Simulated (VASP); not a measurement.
Sb2Pt:

```
Sb Pt
1.0
     4.38416    0.00000    0.00000
     0.00000    4.38416    0.00000
     0.00000    0.00000    6.68935
Sb Pt
4 2
Cartesian
  0.0000 0.0000 0.0000
  2.1921 2.1921 0.0000
  0.0000 2.1921 1.8061
  2.1921 0.0000 4.8832
  0.0000 2.1921 4.6825
  2.1921 0.0000 2.0068
```

* Program: VASP 6.6.1
* Task: relaxation of cell and atoms
* Functional: PBE
* Potentials or basis: VASP PAW PBE potentials, release 64 (Sb, Pt)
* Cutoff: 600 eV
* k mesh: 4 × 4 × 4
* Occupations: gaussian, width 0.1 eV
* Spin: no spin polarisation

At the start: pressure 16.0 GPa; volume 21.43 Å³/atom.

Problem. How do energy, volume and symmetry change on relaxing?

Solution. Over 21 steps the energy falls by 668.1 meV/atom and the volume is 23.73 Å³/atom (+10.7 %); space group P4/nmm (No. 129, to 0.1 Å) before and after.

Step by step:
```
step  energy change (eV)  largest force (eV/Å)  pressure (GPa)  volume (Å³)
   1              0.0000                5.0694           16.01       128.57
   2             -1.1008                1.4619          -10.54       172.64
   3             -1.6907                2.3418           -4.67       153.03
   4             -2.4840                1.5792           -2.40       146.33
   5             -2.6772                2.4667            1.94       140.98
   6             -2.6894                2.0182            0.67       142.19
   7             -3.3433                1.5007            0.44       140.03
   8             -3.6730                0.7880            8.28       133.02
   9             -3.9014                0.2938            3.27       136.05
  10             -3.9070                0.1457            3.87       135.59
  11             -3.8336                0.4411           -5.22       150.51
  12             -3.9803                0.2637           -0.40       141.48
  13             -3.9803                0.2613           -0.32       141.36
  14             -3.9967                0.2505           -0.22       141.91
  15             -3.9968                0.2691           -0.20       141.95
  16             -4.0041                0.1501            0.34       141.39
  17             -4.0052                0.0819            0.65       141.08
  18             -4.0081                0.0757           -0.02       142.18
  19             -4.0082                0.0665            0.04       142.07
  20             -4.0085                0.0436           -0.02       142.24
  21             -4.0086                0.0246           -0.08       142.38
```

Final structure:
```xyz
6
Lattice="4.5118 0.0000 0.0000 0.0000 4.5118 0.0000 0.0000 0.0000 6.9947" Properties=species:S:1:pos:R:3 pbc="T T T"
Sb    0.0000    0.0000    0.0000
Sb    2.2559    2.2559    0.0000
Sb    0.0000    2.2559    2.7336
Sb    2.2559    0.0000    4.2611
Pt    0.0000    2.2559    5.3503
Pt    2.2559    0.0000    1.6445
```
